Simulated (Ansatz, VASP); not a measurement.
Two plane-wave programs on TaAl2O5

```
CELL_PARAMETERS angstrom
5.30478 -1.91674 -0.23721
5.30478 1.91674 -0.23721
-0.72897 0.00000 8.83444
ATOMIC_POSITIONS crystal
Ta 0.04140 0.04140 0.36116
Ta 0.95860 0.95860 0.63884
Al 0.14102 0.14102 0.03678
Al 0.85898 0.85898 0.96322
Al 0.26437 0.26437 0.73458
Al 0.73563 0.73563 0.26542
O 0.69375 0.69375 0.05838
O 0.30625 0.30625 0.94162
O 0.58669 0.58669 0.35488
O 0.13570 0.13570 0.58721
O 0.78372 0.78372 0.75234
O 0.41331 0.41331 0.64512
O 0.86430 0.86430 0.41279
O 0.21628 0.21628 0.24766
O 0.97602 0.97602 0.13409
O 0.02398 0.02398 0.86591
```

Alike in both runs: functional PBE; k mesh 3 × 3 × 2; occupations gaussian, width 0.15 eV; no spin polarisation.

Ansatz relaxed the structure, and its values are those at the end. VASP's run is a single point on that final structure, the one shown.

|  | VASP | Ansatz |
| --- | --- | --- |
| version | VASP 6.6.1 | Ansatz 0.2.0 |
| potentials or method | VASP PAW PBE potentials, release 64 (Ta_pv, Al, O), cutoff 520 eV | scalar-relativistic, plane waves, PAW |
| valence electrons in the cell | 94 | 98 |

|  | VASP | Ansatz | Ansatz less VASP |
| --- | --- | --- | --- |
| gap on the k mesh at the Fermi level (eV) | 0.36 | 0.37 | +0.011 |
| least direct gap on the mesh (eV) | 0.44 | 0.45 | +0.010 |
| pressure (GPa) | 0.3 | 0.1 | -0.25 |
| rms of the force components (eV/Å) | 0.027 | 0.020 | -0.0074 |

With one functional, cell and mesh, what is left measures potentials, basis and numerics. VASP's potentials hold 94 valence electrons a cell and Ansatz's 98, so a difference there can come from the potentials and not from the codes.

The k mesh is coarse, so the values compare programs but aren't converged. Neither program's run includes spin-orbit coupling.
